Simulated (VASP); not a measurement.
# TaN in VASP: a series of runs, part 3 of 3

VASP 6.6.1. The steps go on from the part before.

**6. Single point, r2SCAN**

This run uses another cell than the first one: it holds 2 atoms, not 4.

The input, POSCAR:

```
TaN
1.0
    0.0000000000      2.1962151849      2.1962151849
    2.1962151849      0.0000000000      2.1962151849
    2.1962151849      2.1962151849      0.0000000000
Ta N
1 1
Direct
    0.5000000000      0.5000000000      0.5000000000
    0.0000000000      0.0000000000      0.0000000000
```

The input, INCAR.step1:

```
SYSTEM = TaN
  PREC = Accurate
  ENCUT = 770
  ISMEAR = 0
  SIGMA = 0.1
  LREAL = .FALSE.
  LASPH = .TRUE.
  NELM = 120
  NBANDS = 16
  GGA = PE
  ALGO = Normal
  EDIFF = 1E-5
  LWAVE = .TRUE.
  LCHARG = .FALSE.
  GGA_COMPAT = .FALSE.
```

The input, INCAR.step2:

```
SYSTEM = TaN
  PREC = Accurate
  ENCUT = 770
  EDIFF = 1E-6
  ISMEAR = 0
  SIGMA = 0.1
  LREAL = .FALSE.
  LASPH = .TRUE.
  NELM = 120
  ALGO = Normal
  ISIF = 2
  LWAVE = .FALSE.
  LCHARG = .FALSE.
  METAGGA = R2SCAN
  LMIXTAU = .TRUE.
  NBANDS = 16
  ISTART = 1
  GGA_COMPAT = .FALSE.
```

The input, KPOINTS:

```
Automatic mesh
0
G
  16 16 16
  0 0 0
```

Potentials or basis: VASP PAW PBE potentials, release 64 (Ta_sv_GW, N).

On the command line:

```sh
cat potpaw_PBE.64/Ta_sv_GW/POTCAR potpaw_PBE.64/N/POTCAR > POTCAR
cp INCAR.step1 INCAR
mpirun -np 1 vasp_std > vasp.out
cp INCAR.step2 INCAR
mpirun -np 1 vasp_std > vasp.out
```

OUTCAR:

```text
SYSTEM = TaN
   PREC = Accurate
   ENCUT = 770
   EDIFF = 1E-6
   ISMEAR = 0
   LREAL = .FALSE.
   LASPH = .TRUE.
   NELM = 120
   ISIF = 2
   METAGGA = R2SCAN
   ISTART = 1

 ion  position               nearest neighbor table
   1  0.500  0.500  0.500-   2 2.20   2 2.20   2 2.20   2 2.20   2 2.20   2 2.20
   2  0.000  0.000  0.000-   1 2.20   1 2.20   1 2.20   1 2.20   1 2.20   1 2.20

  LATTYP: Found a face centered cubic cell.
 ALAT       =     4.3924303698

  Lattice vectors:

 A1 = (   0.0000000000,   2.1962151849,   2.1962151849)
 A2 = (   2.1962151849,   0.0000000000,   2.1962151849)
 A3 = (   2.1962151849,   2.1962151849,   0.0000000000)

Analysis of symmetry for initial positions (statically):
=====================================================================
 Subroutine PRICEL returns:
 Original cell was already a primitive cell.

 Routine SETGRP: Setting up the symmetry group for a
 face centered cubic supercell.

 Subroutine GETGRP returns: Found 48 space group operations
 (whereof 48 operations were pure point group operations)
 out of a pool of 48 trial point group operations.

The static configuration has the point symmetry O_h .

Analysis of symmetry for dynamics (positions and initial velocities):
=====================================================================
 Subroutine PRICEL returns:
 Original cell was already a primitive cell.

 Routine SETGRP: Setting up the symmetry group for a
 face centered cubic supercell.

 Subroutine GETGRP returns: Found 48 space group operations
 (whereof 48 operations were pure point group operations)
 out of a pool of 48 trial point group operations.

The dynamic configuration has the point symmetry O_h .

 Subroutine INISYM returns: Found 48 space group operations
 (whereof 48 operations are pure point group operations),
 and found     1 'primitive' translations

----------------------------------------------------------------------------------------

                                     Primitive cell

  volume of cell :      21.1863

  direct lattice vectors                    reciprocal lattice vectors
     0.000000000  2.196215185  2.196215185    -0.227664394  0.227664394  0.227664394
     2.196215185  0.000000000  2.196215185     0.227664394 -0.227664394  0.227664394
     2.196215185  2.196215185  0.000000000     0.227664394  0.227664394 -0.227664394

  length of vectors
     3.105917300  3.105917300  3.105917300     0.394326298  0.394326298  0.394326298

  position of ions in fractional coordinates (direct lattice)
     0.500000000  0.500000000  0.500000000
     0.000000000  0.000000000  0.000000000

  ion indices of the primitive-cell ions
   primitive index   ion index
                 1           1
                 2           2

----------------------------------------------------------------------------------------

 KPOINTS: Automatic mesh

Automatic generation of k-mesh.
 Grid dimensions read from file:
 generate k-points for:   16   16   16

 Generating k-lattice:

  Cartesian coordinates                     Fractional coordinates (reciprocal lattice)
    -0.014229025  0.014229025  0.014229025     0.062500000  0.000000000  0.000000000
     0.014229025 -0.014229025  0.014229025     0.000000000  0.062500000  0.000000000
     0.014229025  0.014229025 -0.014229025     0.000000000  0.000000000  0.062500000

  Length of vectors
     0.024645394  0.024645394  0.024645394

  Shift w.r.t. Gamma in fractional coordinates (k-lattice)
     0.000000000  0.000000000  0.000000000

 Subroutine IBZKPT returns following result:
 ===========================================

 Found    145 irreducible k-points:

 Following reciprocal coordinates:
            Coordinates               Weight
  0.000000  0.000000  0.000000      1.000000
  0.062500  0.000000  0.000000      8.000000
  0.125000  0.000000  0.000000      8.000000
  0.187500  0.000000  0.000000      8.000000
  0.250000  0.000000  0.000000      8.000000
  0.312500  0.000000  0.000000      8.000000
[... 16 lines left out ...]
 -0.125000  0.062500  0.000000     24.000000
 -0.062500  0.062500  0.000000     12.000000
 [... further k-points ...]
   k-points           NKPTS =    145   k-points in BZ     NKDIM =    145   number of bands    NBANDS=     16
   number of dos      NEDOS =    301   number of ions     NIONS =      2
   total plane-waves  NPLWV =  21952
   dimension x,y,z NGX =    28 NGY =   28 NGZ =   28
   dimension x,y,z NGXF=    56 NGYF=   56 NGZF=   56
   ions per type =               1   1
   NGX,Y,Z   is equivalent  to a cutoff of  14.99, 14.99, 14.99 a.u.
   NGXF,Y,Z  is equivalent  to a cutoff of  29.97, 29.97, 29.97 a.u.
 SYSTEM =  TaN
   PREC   = accura    normal or accurate (medium, high low for compatibility)
   ISTART =      1    job   : 0-new  1-cont  2-samecut
   ICHARG =      0    charge: 1-file 2-atom 10-const
   ISPIN  =      1    spin polarized calculation?
   LNONCOLLINEAR =      F non collinear calculations
   LSORBIT =      F    spin-orbit coupling
   LASPH  =      T    aspherical Exc in radial PAW
   ENCUT  =  770.0 eV  56.59 Ry    7.52 a.u.   7.03  7.03  7.03*2*pi/ulx,y,z
   NELM   =    120;   NELMIN=  2; NELMDL=  0     # of ELM steps
   EDIFF  = 0.1E-05   stopping-criterion for ELM
   LREAL  =      F    real-space projection
   EDIFFG = 0.1E-04   stopping-criterion for IOM
   NSW    =      0    number of steps for IOM
   IBRION =     -1    ionic relax: 0-MD 1-quasi-New 2-CG
   NFREE  =      0    steps in history (QN), initial steepest desc. (CG)
   ISIF   =      2    stress and relaxation
   ISYM   =      2    0-nonsym 1-usesym 2-fastsym
   POTIM  = 0.5000    time-step for ionic-motion
   TEBEG  =    0.0;   TEEND  =   0.0 temperature during run
   PSTRESS=    0.0 pullay stress
   NELECT =      18.0000    total number of electrons
   NUPDOWN=      -1.0000    fix difference up-down
   EMIN   =  10.00;   EMAX   =-10.00  energy-range for DOS
   EFERMI =   0.00;   METHOD = LEGACY
   ISMEAR =     0;   SIGMA  =   0.10  broadening in eV -4-tet -1-fermi 0-gaus
   EFERMI_NEDOS =   21; number of points for ismear=-14 and -15
   IALGO  =     38    algorithm
   IMIX   =      4    mixing-type and parameters
     AMIX     =   0.40;   BMIX     =  1.00
     AMIX_MAG =   1.60;   BMIX_MAG =  1.00
  volume/ion in A,a.u.               =      10.59        71.49
  Fermi-wavevector in a.u.,A,eV,Ry     =   1.550532  2.930081 32.710446  2.404150
  Thomas-Fermi vector in A             =   2.655182
   LORBIT       =      0    0 simple, 1 ext, 2 COOP (PROOUT), +10 PAW based schemes
   METAGGA = R2SCAN    functional components
   LHFCALC =     F    Hartree Fock is set to
   AEXX    =    0.0000 exact exchange contribution
   IVDW    =     0    specifies the selected vdW correction
   LEPSILON=     F    determine dielectric tensor
   LRPA    =     F    only Hartree local field effects (RPA)
 non-spin polarized calculation
 Gauss-broadening in eV      SIGMA  =   0.10
  energy-cutoff  :      770.00
  volume of cell :       21.19
 maximum number of plane-waves:      1056
   NGX = 13   NGY = 13   NGZ = 13

 number of electron      18.0000000 magnetization

 Free energy of the ion-electron system (eV)
  ---------------------------------------------------
  ext. energy  EPLUGINS =         0.00000000
  ---------------------------------------------------
  free energy    TOTEN  =       -62.20372829 eV

  energy without entropy =      -62.19824696  energy(sigma->0) =      -62.20098762

 E-fermi :  13.9221     XC(G=0): -14.7863

 val. band max:       13.9201355482   @ k =  -0.3125   0.3125   0.1250
 cond. band min:      13.9352675672   @ k =  -0.3125   0.3125   0.0625
 fundamental gap:      0.0151320190
 Fermi energy:        13.9220854879

 k-point     1 :       0.0000    0.0000    0.0000
  band No.  band energies     occupation
      1     -57.7264      2.00000
      2     -23.2036      2.00000
      3     -23.2036      2.00000
      4     -23.2036      2.00000
      5      -6.1003      2.00000
      6       9.7628      2.00000
[... 8 lines left out ...]
     15      23.6130      0.00000
     16      38.6283      0.00000
[... 419 lines left out ...]
 k-point    24 :      -0.0625    0.0625    0.0000
  band No.  band energies     occupation
      1     -57.7205      2.00000
      2     -23.2909      2.00000
      3     -23.2263      2.00000
      4     -23.2055      2.00000
      5      -5.8499      2.00000
      6       8.5506      2.00000
[... 8 lines left out ...]
     15      24.3827      0.00000
     16      35.7178      0.00000

 [... further k-points ...]

------------------------ aborting loop because EDIFF is reached ----------------------------------------

  FORCE on cell =-STRESS in cart. coord.  units (eV):
  Direction    XX          YY          ZZ          XY          YZ          ZX
  --------------------------------------------------------------------------------------
  -------------------------------------------------------------------------------------
  Total        0.1359384      0.1359384      0.1359384      0.0000000      0.0000000      0.0000000
  in kB       10.2801172     10.2801172     10.2801172      0.0000000      0.0000000      0.0000000
  external PRESSURE =      10.2801172 kB  Pullay stress =       0.0000000 kB

 VOLUME and BASIS-vectors are now :
 -----------------------------------------------------------------------------
  energy-cutoff  :      770.00
  volume of cell :       21.19
      direct lattice vectors                 reciprocal lattice vectors
     0.000000000  2.196215185  2.196215185    -0.227664394  0.227664394  0.227664394
     2.196215185  0.000000000  2.196215185     0.227664394 -0.227664394  0.227664394
     2.196215185  2.196215185  0.000000000     0.227664394  0.227664394 -0.227664394

 POSITION                                       TOTAL-FORCE (eV/Angst)
 -----------------------------------------------------------------------------------
      2.19622      2.19622      2.19622         0.000000      0.000000      0.000000
      0.00000      0.00000      0.00000         0.000000     -0.000000     -0.000000
 -----------------------------------------------------------------------------------
    total drift:                                0.000000      0.000000      0.000000

  FREE ENERGIE OF THE ION-ELECTRON SYSTEM (eV)
  ---------------------------------------------------
  free  energy   TOTEN  =       -62.2037282861 eV

  energy  without entropy=      -62.1982469575  energy(sigma->0) =      -62.20098762
```

It took 3.7 min on 1 thread of Intel Xeon Platinum 8259CL at 2.50GHz (Skylake/Cascade Lake), shared host; peak memory 0.25 GiB.

What came out:

| Property | Result |
| --- | --- |
| Free energy | -62.2037 eV |
| Pressure | 1.0 GPa |
| Band gap on the k mesh | zero (bands 9 and 10 overlap by 4.11 eV) |

Caveat: the PAW data sets were made with another functional, which shifts forces and pressure a little; spin-orbit coupling is left out, which moves the levels of the heavy elements.

**7. The runs side by side**

```tsv
potentials or basis	cell	k mesh	cutoff (eV)	gap on the mesh (eV)	pressure (GPa)
VASP PAW PBE potentials, release 64 (Ta_pv, N)	a = 3.109, b = 3.109, c = 4.265 Å, 4 atoms, atomic positions A	16 × 16 × 12	520	none	14.4
VASP PAW PBE potentials, release 64 (Ta_sv_GW, N)	a = 2.995 Å, angles 60.0°, 2 atoms, atomic positions B	16 × 16 × 16	770	none	50.5
VASP PAW PBE potentials, release 64 (Ta_sv_GW, N)	a = 3.013 Å, angles 60.0°, 2 atoms, atomic positions B	16 × 16 × 16	770	none	41.1
VASP PAW PBE potentials, release 64 (Ta_sv_GW, N)	a = 3.082 Å, angles 60.0°, 2 atoms, atomic positions B	16 × 16 × 16	770	none	9.9
VASP PAW PBE potentials, release 64 (Ta_sv_GW, N)	a = 3.106 Å, angles 60.0°, 2 atoms, atomic positions B	16 × 16 × 16	770	none	1.0
```

Alike in all rows: task single point; level r2SCAN; no spin polarisation; smearing gaussian 0.1 eV.

Caveats: the PAW data sets were made with another functional, which shifts forces and pressure a little; spin-orbit coupling is left out, which moves the levels of the heavy elements; the cell stands under pressure (at least some runs); the stress differs along the axes, from 7 to 29 GPa (at least some runs).

Absolute energies hang on the potentials; compare differences alone.

The gap in the log of VASP goes by the Fermi energy; the results here count the filled bands.